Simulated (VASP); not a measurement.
# Ni (Im-3m) in VASP: relaxation of cell and atoms with PBEsol

Aim: the relaxation of cell and atoms of Ni with PBEsol.

All numbers are computed with VASP 6.6.1; they aren't measurements. Logs are shortened: lines on timing, memory, paths and dates and some standing lists are left out, and cuts for length are marked.

## 1. The cell of the first run

Symmetry: Im-3m, No. 229, cubic system. The conventional cell has a = 2.661 Å, b = 2.661 Å, c = 2.661 Å, α = 90.00°, β = 90.00°, γ = 90.00°. Within 3.0 Å of Ni (site symmetry m-3m) lie 14 Ni at 2.30 to 2.66 Å.

This isn't the form of Ni at room conditions, which is fcc.

## 2. Relaxation of cell and atoms, PBEsol, collinear spin, ferromagnetic start, target pressure 29 GPa, at which the enthalpy is minimised

INCAR

```
ALGO = Normal ; EDIFF = 1E-6
EDIFFG = -0.005 ; ENCUT = 600
GGA = PS ; IBRION = 2
ISIF = 3 ; ISMEAR = -1
ISPIN = 2 ; LASPH = True
LCHARG = False ; LMAXMIX = 4
LORBIT = 11 ; LREAL = False
LWAVE = False ; MAGMOM = 1
NELM = 150 ; NSW = 60
PREC = Accurate ; PSTRESS = 290.0
SIGMA = 0.05
```

KPOINTS

```
k-points
0
Gamma
  20 20 20
```

POSCAR

```
Ni
1.0
   -1.3304397583      1.3304397583      1.3304397583
    1.3304397583     -1.3304397583      1.3304397583
    1.3304397583      1.3304397583     -1.3304397583
Ni
1
Direct
    0.0000000000      0.0000000000      0.0000000000
```

Potentials or basis: VASP PAW PBE potentials, release 64 (Ni).

Run with:

```
> cat potpaw_PBE.64/Ni/POTCAR > POTCAR
> mpirun -np 1 vasp_std > vasp.out
```

OUTCAR:

```text
EDIFF = 1E-6
   EDIFFG = -0.005
   ENCUT = 600
   GGA = PS
   IBRION = 2
   ISIF = 3
   ISMEAR = -1
   ISPIN = 2
   LASPH = True
   LORBIT = 11
   LREAL = False
   NELM = 150
   NSW = 60
   PREC = Accurate
   PSTRESS = 290.0

 ion  position               nearest neighbor table
   1  0.000  0.000  0.000-

  LATTYP: Found a body centered cubic cell.
 ALAT       =     2.6608795166

  Lattice vectors:

 A1 = (  -1.3304397583,   1.3304397583,   1.3304397583)
 A2 = (   1.3304397583,  -1.3304397583,   1.3304397583)
 A3 = (   1.3304397583,   1.3304397583,  -1.3304397583)

Analysis of symmetry for initial positions (statically):
=====================================================================
 Subroutine PRICEL returns:
 Original cell was already a primitive cell.

 Routine SETGRP: Setting up the symmetry group for a
 body centered cubic supercell.

 Subroutine GETGRP returns: Found 48 space group operations
 (whereof 48 operations were pure point group operations)
 out of a pool of 48 trial point group operations.

The static configuration has the point symmetry O_h .

Analysis of symmetry for dynamics (positions and initial velocities):
=====================================================================
 Subroutine PRICEL returns:
 Original cell was already a primitive cell.

 Routine SETGRP: Setting up the symmetry group for a
 body centered cubic supercell.

 Subroutine GETGRP returns: Found 48 space group operations
 (whereof 48 operations were pure point group operations)
 out of a pool of 48 trial point group operations.

The dynamic configuration has the point symmetry O_h .

Analysis of structural, dynamic, and magnetic symmetry:
=====================================================================
 Subroutine PRICEL returns:
 Original cell was already a primitive cell.

 Routine SETGRP: Setting up the symmetry group for a
 body centered cubic supercell.

 Subroutine GETGRP returns: Found 48 space group operations
 (whereof 48 operations were pure point group operations)
 out of a pool of 48 trial point group operations.

The overall configuration has the point symmetry O_h .

 Subroutine INISYM returns: Found 48 space group operations
 (whereof 48 operations are pure point group operations),
 and found     1 'primitive' translations

----------------------------------------------------------------------------------------

                                     Primitive cell

  volume of cell :       9.4199

  direct lattice vectors                    reciprocal lattice vectors
    -1.330439758  1.330439758  1.330439758     0.000000000  0.375815588  0.375815588
     1.330439758 -1.330439758  1.330439758     0.375815588  0.000000000  0.375815588
     1.330439758  1.330439758 -1.330439758     0.375815588  0.375815588  0.000000000

  length of vectors
     2.304389258  2.304389258  2.304389258     0.531483501  0.531483501  0.531483501

  position of ions in fractional coordinates (direct lattice)
     0.000000000  0.000000000  0.000000000

  ion indices of the primitive-cell ions
   primitive index   ion index
                 1           1

----------------------------------------------------------------------------------------

 KPOINTS: k-points

Automatic generation of k-mesh.
 Grid dimensions read from file:
 generate k-points for:   20   20   20

 Generating k-lattice:

  Cartesian coordinates                     Fractional coordinates (reciprocal lattice)
     0.000000000  0.018790779  0.018790779     0.050000000  0.000000000  0.000000000
     0.018790779  0.000000000  0.018790779     0.000000000  0.050000000  0.000000000
     0.018790779  0.018790779  0.000000000     0.000000000  0.000000000  0.050000000

  Length of vectors
     0.026574175  0.026574175  0.026574175

  Shift w.r.t. Gamma in fractional coordinates (k-lattice)
     0.000000000  0.000000000  0.000000000

 Subroutine IBZKPT returns following result:
 ===========================================

 Found    256 irreducible k-points:

 Following reciprocal coordinates:
            Coordinates               Weight
  0.000000  0.000000  0.000000      1.000000
  0.050000  0.000000  0.000000     12.000000
  0.100000  0.000000  0.000000     12.000000
  0.150000  0.000000  0.000000     12.000000
  0.200000  0.000000  0.000000     12.000000
  0.250000  0.000000  0.000000     12.000000
[... 16 lines left out ...]
  0.200000  0.100000  0.000000     48.000000
  0.250000  0.100000  0.000000     48.000000
 [... further k-points ...]
   k-points           NKPTS =    256   k-points in BZ     NKDIM =    256   number of bands    NBANDS=     10
   number of dos      NEDOS =    301   number of ions     NIONS =      1
   total plane-waves  NPLWV =   5832
   dimension x,y,z NGX =    18 NGY =   18 NGZ =   18
   dimension x,y,z NGXF=    36 NGYF=   36 NGZF=   36
   ions per type =               1
   NGX,Y,Z   is equivalent  to a cutoff of  12.99, 12.99, 12.99 a.u.
   NGXF,Y,Z  is equivalent  to a cutoff of  25.97, 25.97, 25.97 a.u.
 SYSTEM =  unknown system
   PREC   = accura    normal or accurate (medium, high low for compatibility)
   ISTART =      0    job   : 0-new  1-cont  2-samecut
   ICHARG =      2    charge: 1-file 2-atom 10-const
   ISPIN  =      2    spin polarized calculation?
   LNONCOLLINEAR =      F non collinear calculations
   LSORBIT =      F    spin-orbit coupling
   LASPH  =      T    aspherical Exc in radial PAW
   ENCUT  =  600.0 eV  44.10 Ry    6.64 a.u.   4.60  4.60  4.60*2*pi/ulx,y,z
   NELM   =    150;   NELMIN=  2; NELMDL= -5     # of ELM steps
   EDIFF  = 0.1E-05   stopping-criterion for ELM
   LREAL  =      F    real-space projection
   EDIFFG = -.5E-02   stopping-criterion for IOM
   NSW    =     60    number of steps for IOM
   IBRION =      2    ionic relax: 0-MD 1-quasi-New 2-CG
   NFREE  =      1    steps in history (QN), initial steepest desc. (CG)
   ISIF   =      3    stress and relaxation
   ISYM   =      2    0-nonsym 1-usesym 2-fastsym
   POTIM  = 0.5000    time-step for ionic-motion
   TEBEG  =    0.0;   TEEND  =   0.0 temperature during run
   PSTRESS=  290.0 pullay stress
   NELECT =      10.0000    total number of electrons
   NUPDOWN=      -1.0000    fix difference up-down
   EMIN   =  10.00;   EMAX   =-10.00  energy-range for DOS
   EFERMI =   0.00;   METHOD = LEGACY
   ISMEAR =    -1;   SIGMA  =   0.05  broadening in eV -4-tet -1-fermi 0-gaus
   EFERMI_NEDOS =   21; number of points for ismear=-14 and -15
   IALGO  =     38    algorithm
   IMIX   =      4    mixing-type and parameters
     AMIX     =   0.40;   BMIX     =  1.00
     AMIX_MAG =   1.60;   BMIX_MAG =  1.00
  volume/ion in A,a.u.               =       9.42        63.57
  Fermi-wavevector in a.u.,A,eV,Ry     =   1.670038  3.155914 37.947003  2.789026
  Thomas-Fermi vector in A             =   2.755605
   LORBIT       =     11    0 simple, 1 ext, 2 COOP (PROOUT), +10 PAW based schemes
   GGA     = PS    functional components
   LHFCALC =     F    Hartree Fock is set to
   AEXX    =    0.0000 exact exchange contribution
   IVDW    =     0    specifies the selected vdW correction
   LEPSILON=     F    determine dielectric tensor
   LRPA    =     F    only Hartree local field effects (RPA)
 conjugate gradient relaxation of ions
 spin polarized calculation
  energy-cutoff  :      600.00
  volume of cell :        9.42
 maximum number of plane-waves:       329
   NGX =  9   NGY =  9   NGZ =  9

--------------------------------------- Ionic step        1  -------------------------------------------

 number of electron      10.0000000 magnetization       1.0000000

 number of electron       9.9999988 magnetization       0.1094450

 number of electron       9.9999988 magnetization      -0.0013472

 Free energy of the ion-electron system (eV)
  ---------------------------------------------------
  ext. energy  EPLUGINS =         0.00000000
  ---------------------------------------------------
  free energy    TOTEN  =        -5.95752684 eV

  energy without entropy =       -5.94509205  energy(sigma->0) =       -5.95130944

------------------------ aborting loop because EDIFF is reached ----------------------------------------

  FORCE on cell =-STRESS in cart. coord.  units (eV):
  Direction    XX          YY          ZZ          XY          YZ          ZX
  --------------------------------------------------------------------------------------
  -------------------------------------------------------------------------------------
  Total        1.6388990      1.6388990      1.6388990     -0.0000000      0.0000000     -0.0000000
  in kB      278.7514560    278.7514560    278.7514560     -0.0000000      0.0000000     -0.0000000
  external PRESSURE =     -11.2485440 kB  Pullay stress =     290.0000000 kB

 VOLUME and BASIS-vectors are now :
 -----------------------------------------------------------------------------
  energy-cutoff  :      600.00
  volume of cell :        9.42
      direct lattice vectors                 reciprocal lattice vectors
    -1.330439758  1.330439758  1.330439758     0.000000000  0.375815588  0.375815588
     1.330439758 -1.330439758  1.330439758     0.375815588  0.000000000  0.375815588
     1.330439758  1.330439758 -1.330439758     0.375815588  0.375815588  0.000000000
[... 44 lines left out ...]
  FREE ENERGIE OF THE ION-ELECTRON SYSTEM (eV)
  ---------------------------------------------------
  free  energy   TOTEN  =        -5.9409532813 eV

  energy  without entropy=       -5.9287378387  energy(sigma->0) =       -5.93484556

  enthalpy is  TOTEN    =        -4.2521871157 eV   P V=        1.6887661656

--------------------------------------- Ionic step        3  -------------------------------------------

 number of electron       9.9999988 magnetization       0.0000114

 Free energy of the ion-electron system (eV)
  ---------------------------------------------------
  ext. energy  EPLUGINS =         0.00000000
  ---------------------------------------------------
  free energy    TOTEN  =        -5.95200398 eV

  energy without entropy =       -5.93964582  energy(sigma->0) =       -5.94582490

 E-fermi :  11.2351     XC(G=0): -14.3311

 val. band max:       11.2266464967   @ k =  -0.4000  -0.4500   0.1500
 cond. band min:      11.2419001646   @ k =  -0.2000   0.3500   0.0500
 fundamental gap:      0.0152536679
 Fermi energy:        11.2350722762

 spin component 1

 k-point     1 :       0.0000    0.0000    0.0000
  band No.  band energies     occupation
      1       1.3058      1.00000
      2       8.8966      1.00000
      3       8.8966      1.00000
      4       8.8966      1.00000
      5      10.5606      1.00000
      6      10.5606      1.00000
      7      39.2357      0.00000
      8      39.2357      0.00000
      9      39.2357      0.00000
     10      45.2376      0.00000

 k-point     2 :       0.0500    0.0000    0.0000
  band No.  band energies     occupation
      1       1.4218      1.00000
      2       8.8655      1.00000
      3       8.8937      1.00000
      4       8.9558      1.00000
      5      10.5282      1.00000
      6      10.5630      1.00000
      7      38.4391      0.00000
      8      39.0733      0.00000
      9      39.1469      0.00000
     10      44.5519      0.00000
[... 274 lines left out ...]
 k-point    24 :       0.2500    0.1000    0.0000
  band No.  band energies     occupation
      1       5.0368      1.00000
      2       8.1142      1.00000
      3       8.5394      1.00000
      4      10.2628      1.00000
      5      10.7330      0.99996
      6      11.0233      0.98573
      7      26.2437      0.00000
      8      31.3760      0.00000
      9      35.2774      0.00000
     10      39.3167      0.00000

 [... further k-points ...]

 spin component 2

 k-point     1 :       0.0000    0.0000    0.0000
  band No.  band energies     occupation
      1       1.3058      1.00000
      2       8.8966      1.00000
      3       8.8966      1.00000
      4       8.8966      1.00000
      5      10.5606      1.00000
      6      10.5606      1.00000
      7      39.2357      0.00000
      8      39.2357      0.00000
      9      39.2357      0.00000
     10      45.2376      0.00000

 k-point     2 :       0.0500    0.0000    0.0000
  band No.  band energies     occupation
      1       1.4218      1.00000
      2       8.8655      1.00000
      3       8.8937      1.00000
      4       8.9559      1.00000
      5      10.5282      1.00000
      6      10.5630      1.00000
      7      38.4391      0.00000
      8      39.0733      0.00000
      9      39.1469      0.00000
     10      44.5519      0.00000
[... 308 lines left out ...]
 POSITION                                       TOTAL-FORCE (eV/Angst)
 -----------------------------------------------------------------------------------
      0.00000     -0.00000      0.00000         0.000000      0.000000      0.000000
 -----------------------------------------------------------------------------------
    total drift:                                0.000000      0.000000      0.000000

  FREE ENERGIE OF THE ION-ELECTRON SYSTEM (eV)
  ---------------------------------------------------
  free  energy   TOTEN  =        -5.9520039752 eV

  energy  without entropy=       -5.9396458153  energy(sigma->0) =       -5.94582490

  enthalpy is  TOTEN    =        -4.2526071551 eV   P V=        1.6993968202

 reached required accuracy - stopping structural energy minimisation

 total charge

# of ion       s       p       d       tot
------------------------------------------
    1        0.562   0.640   8.421   9.622

 magnetization (x)

# of ion       s       p       d       tot
------------------------------------------
    1       -0.000  -0.000   0.000   0.000
```

Run time: 52 s. Hardware: 1 thread of Intel Xeon 6975P-C (Granite Rapids), shared host; peak memory 0.18 GiB.

Results:

```
Free energy                                                : -5.9520 eV
Relaxed volume                                             : 9.39 Å³/atom
Relaxed cell                                               : a = 2.302 Å, b = 2.302 Å, c = 2.302 Å, α = 109.47°, β = 109.47°, γ = 109.47°
Space group after relaxing (to 0.1 Å)                      : Im-3m (No. 229)
Energy change on relaxing (the run minimises the enthalpy) : +5.5 meV/atom
Ionic steps                                                : 3
Pressure after relaxing                                    : 29.0 GPa
Band gap on the k mesh                                     : zero (filled and empty bands overlap)
Net moment                                                 : 0.00 μB per cell
Valence electrons inside the program's atomic spheres      : Ni 9.62
```

Step by step:
| step | energy change (eV) | largest force (eV/Å) | pressure (GPa) | volume (Å³) |
| --- | --- | --- | --- | --- |
| 1 | 0.0000 | 0.0000 | 27.88 | 9.42 |
| 2 | 0.0166 | 0.0000 | 31.32 | 9.33 |
| 3 | 0.0055 | 0.0000 | 29.02 | 9.39 |

Final structure:
```
CELL_PARAMETERS angstrom
-1.32897 1.32897 1.32897
1.32897 -1.32897 1.32897
1.32897 1.32897 -1.32897
ATOMIC_POSITIONS crystal
Ni 0.00000 0.00000 0.00000
```

Levels at points of the mesh, in eV from the Fermi level:
Spin up:
| k point | band 2 | band 3 | band 4 | band 5 | band 6 | band 7 | band 8 | band 9 |
| --- | --- | --- | --- | --- | --- | --- | --- | --- |
| (0.00, 0.00, 0.00) | -2.34 | -2.34 | -2.34 | -0.67 | -0.67 | 28.00 | 28.00 | 28.00 |
| (0.50, 0.00, 0.00) | -3.52 | -0.73 | -0.46 | 0.10 | 0.52 | 7.91 | 20.46 | 22.39 |
| (0.50, 0.50, 0.50) | -4.91 | 0.23 | 0.23 | 0.23 | 10.77 | 10.77 | 10.77 | 17.32 |
Spin down:
| k point | band 1 | band 2 | band 3 | band 4 | band 5 | band 6 | band 7 | band 8 | band 9 | band 10 |
| --- | --- | --- | --- | --- | --- | --- | --- | --- | --- | --- |
| (0.00, 0.00, 0.00) | -9.93 | -2.34 | -2.34 | -2.34 | -0.67 | -0.67 | 28.00 | 28.00 | 28.00 | 34.00 |
| (0.50, 0.00, 0.00) | -5.30 | -3.52 | -0.73 | -0.46 | 0.10 | 0.52 | 7.91 | 20.46 | 22.39 | 26.18 |
| (0.50, 0.50, 0.50) | -4.91 | -4.91 | 0.23 | 0.23 | 0.23 | 10.77 | 10.77 | 10.77 | 17.32 | 17.32 |

Caveat: the cell is relaxed towards a set pressure, so the run minimises the enthalpy, not the energy; the moments typed at the start vanished in this run; the PAW data sets were made with another functional, which shifts forces and pressure a little.
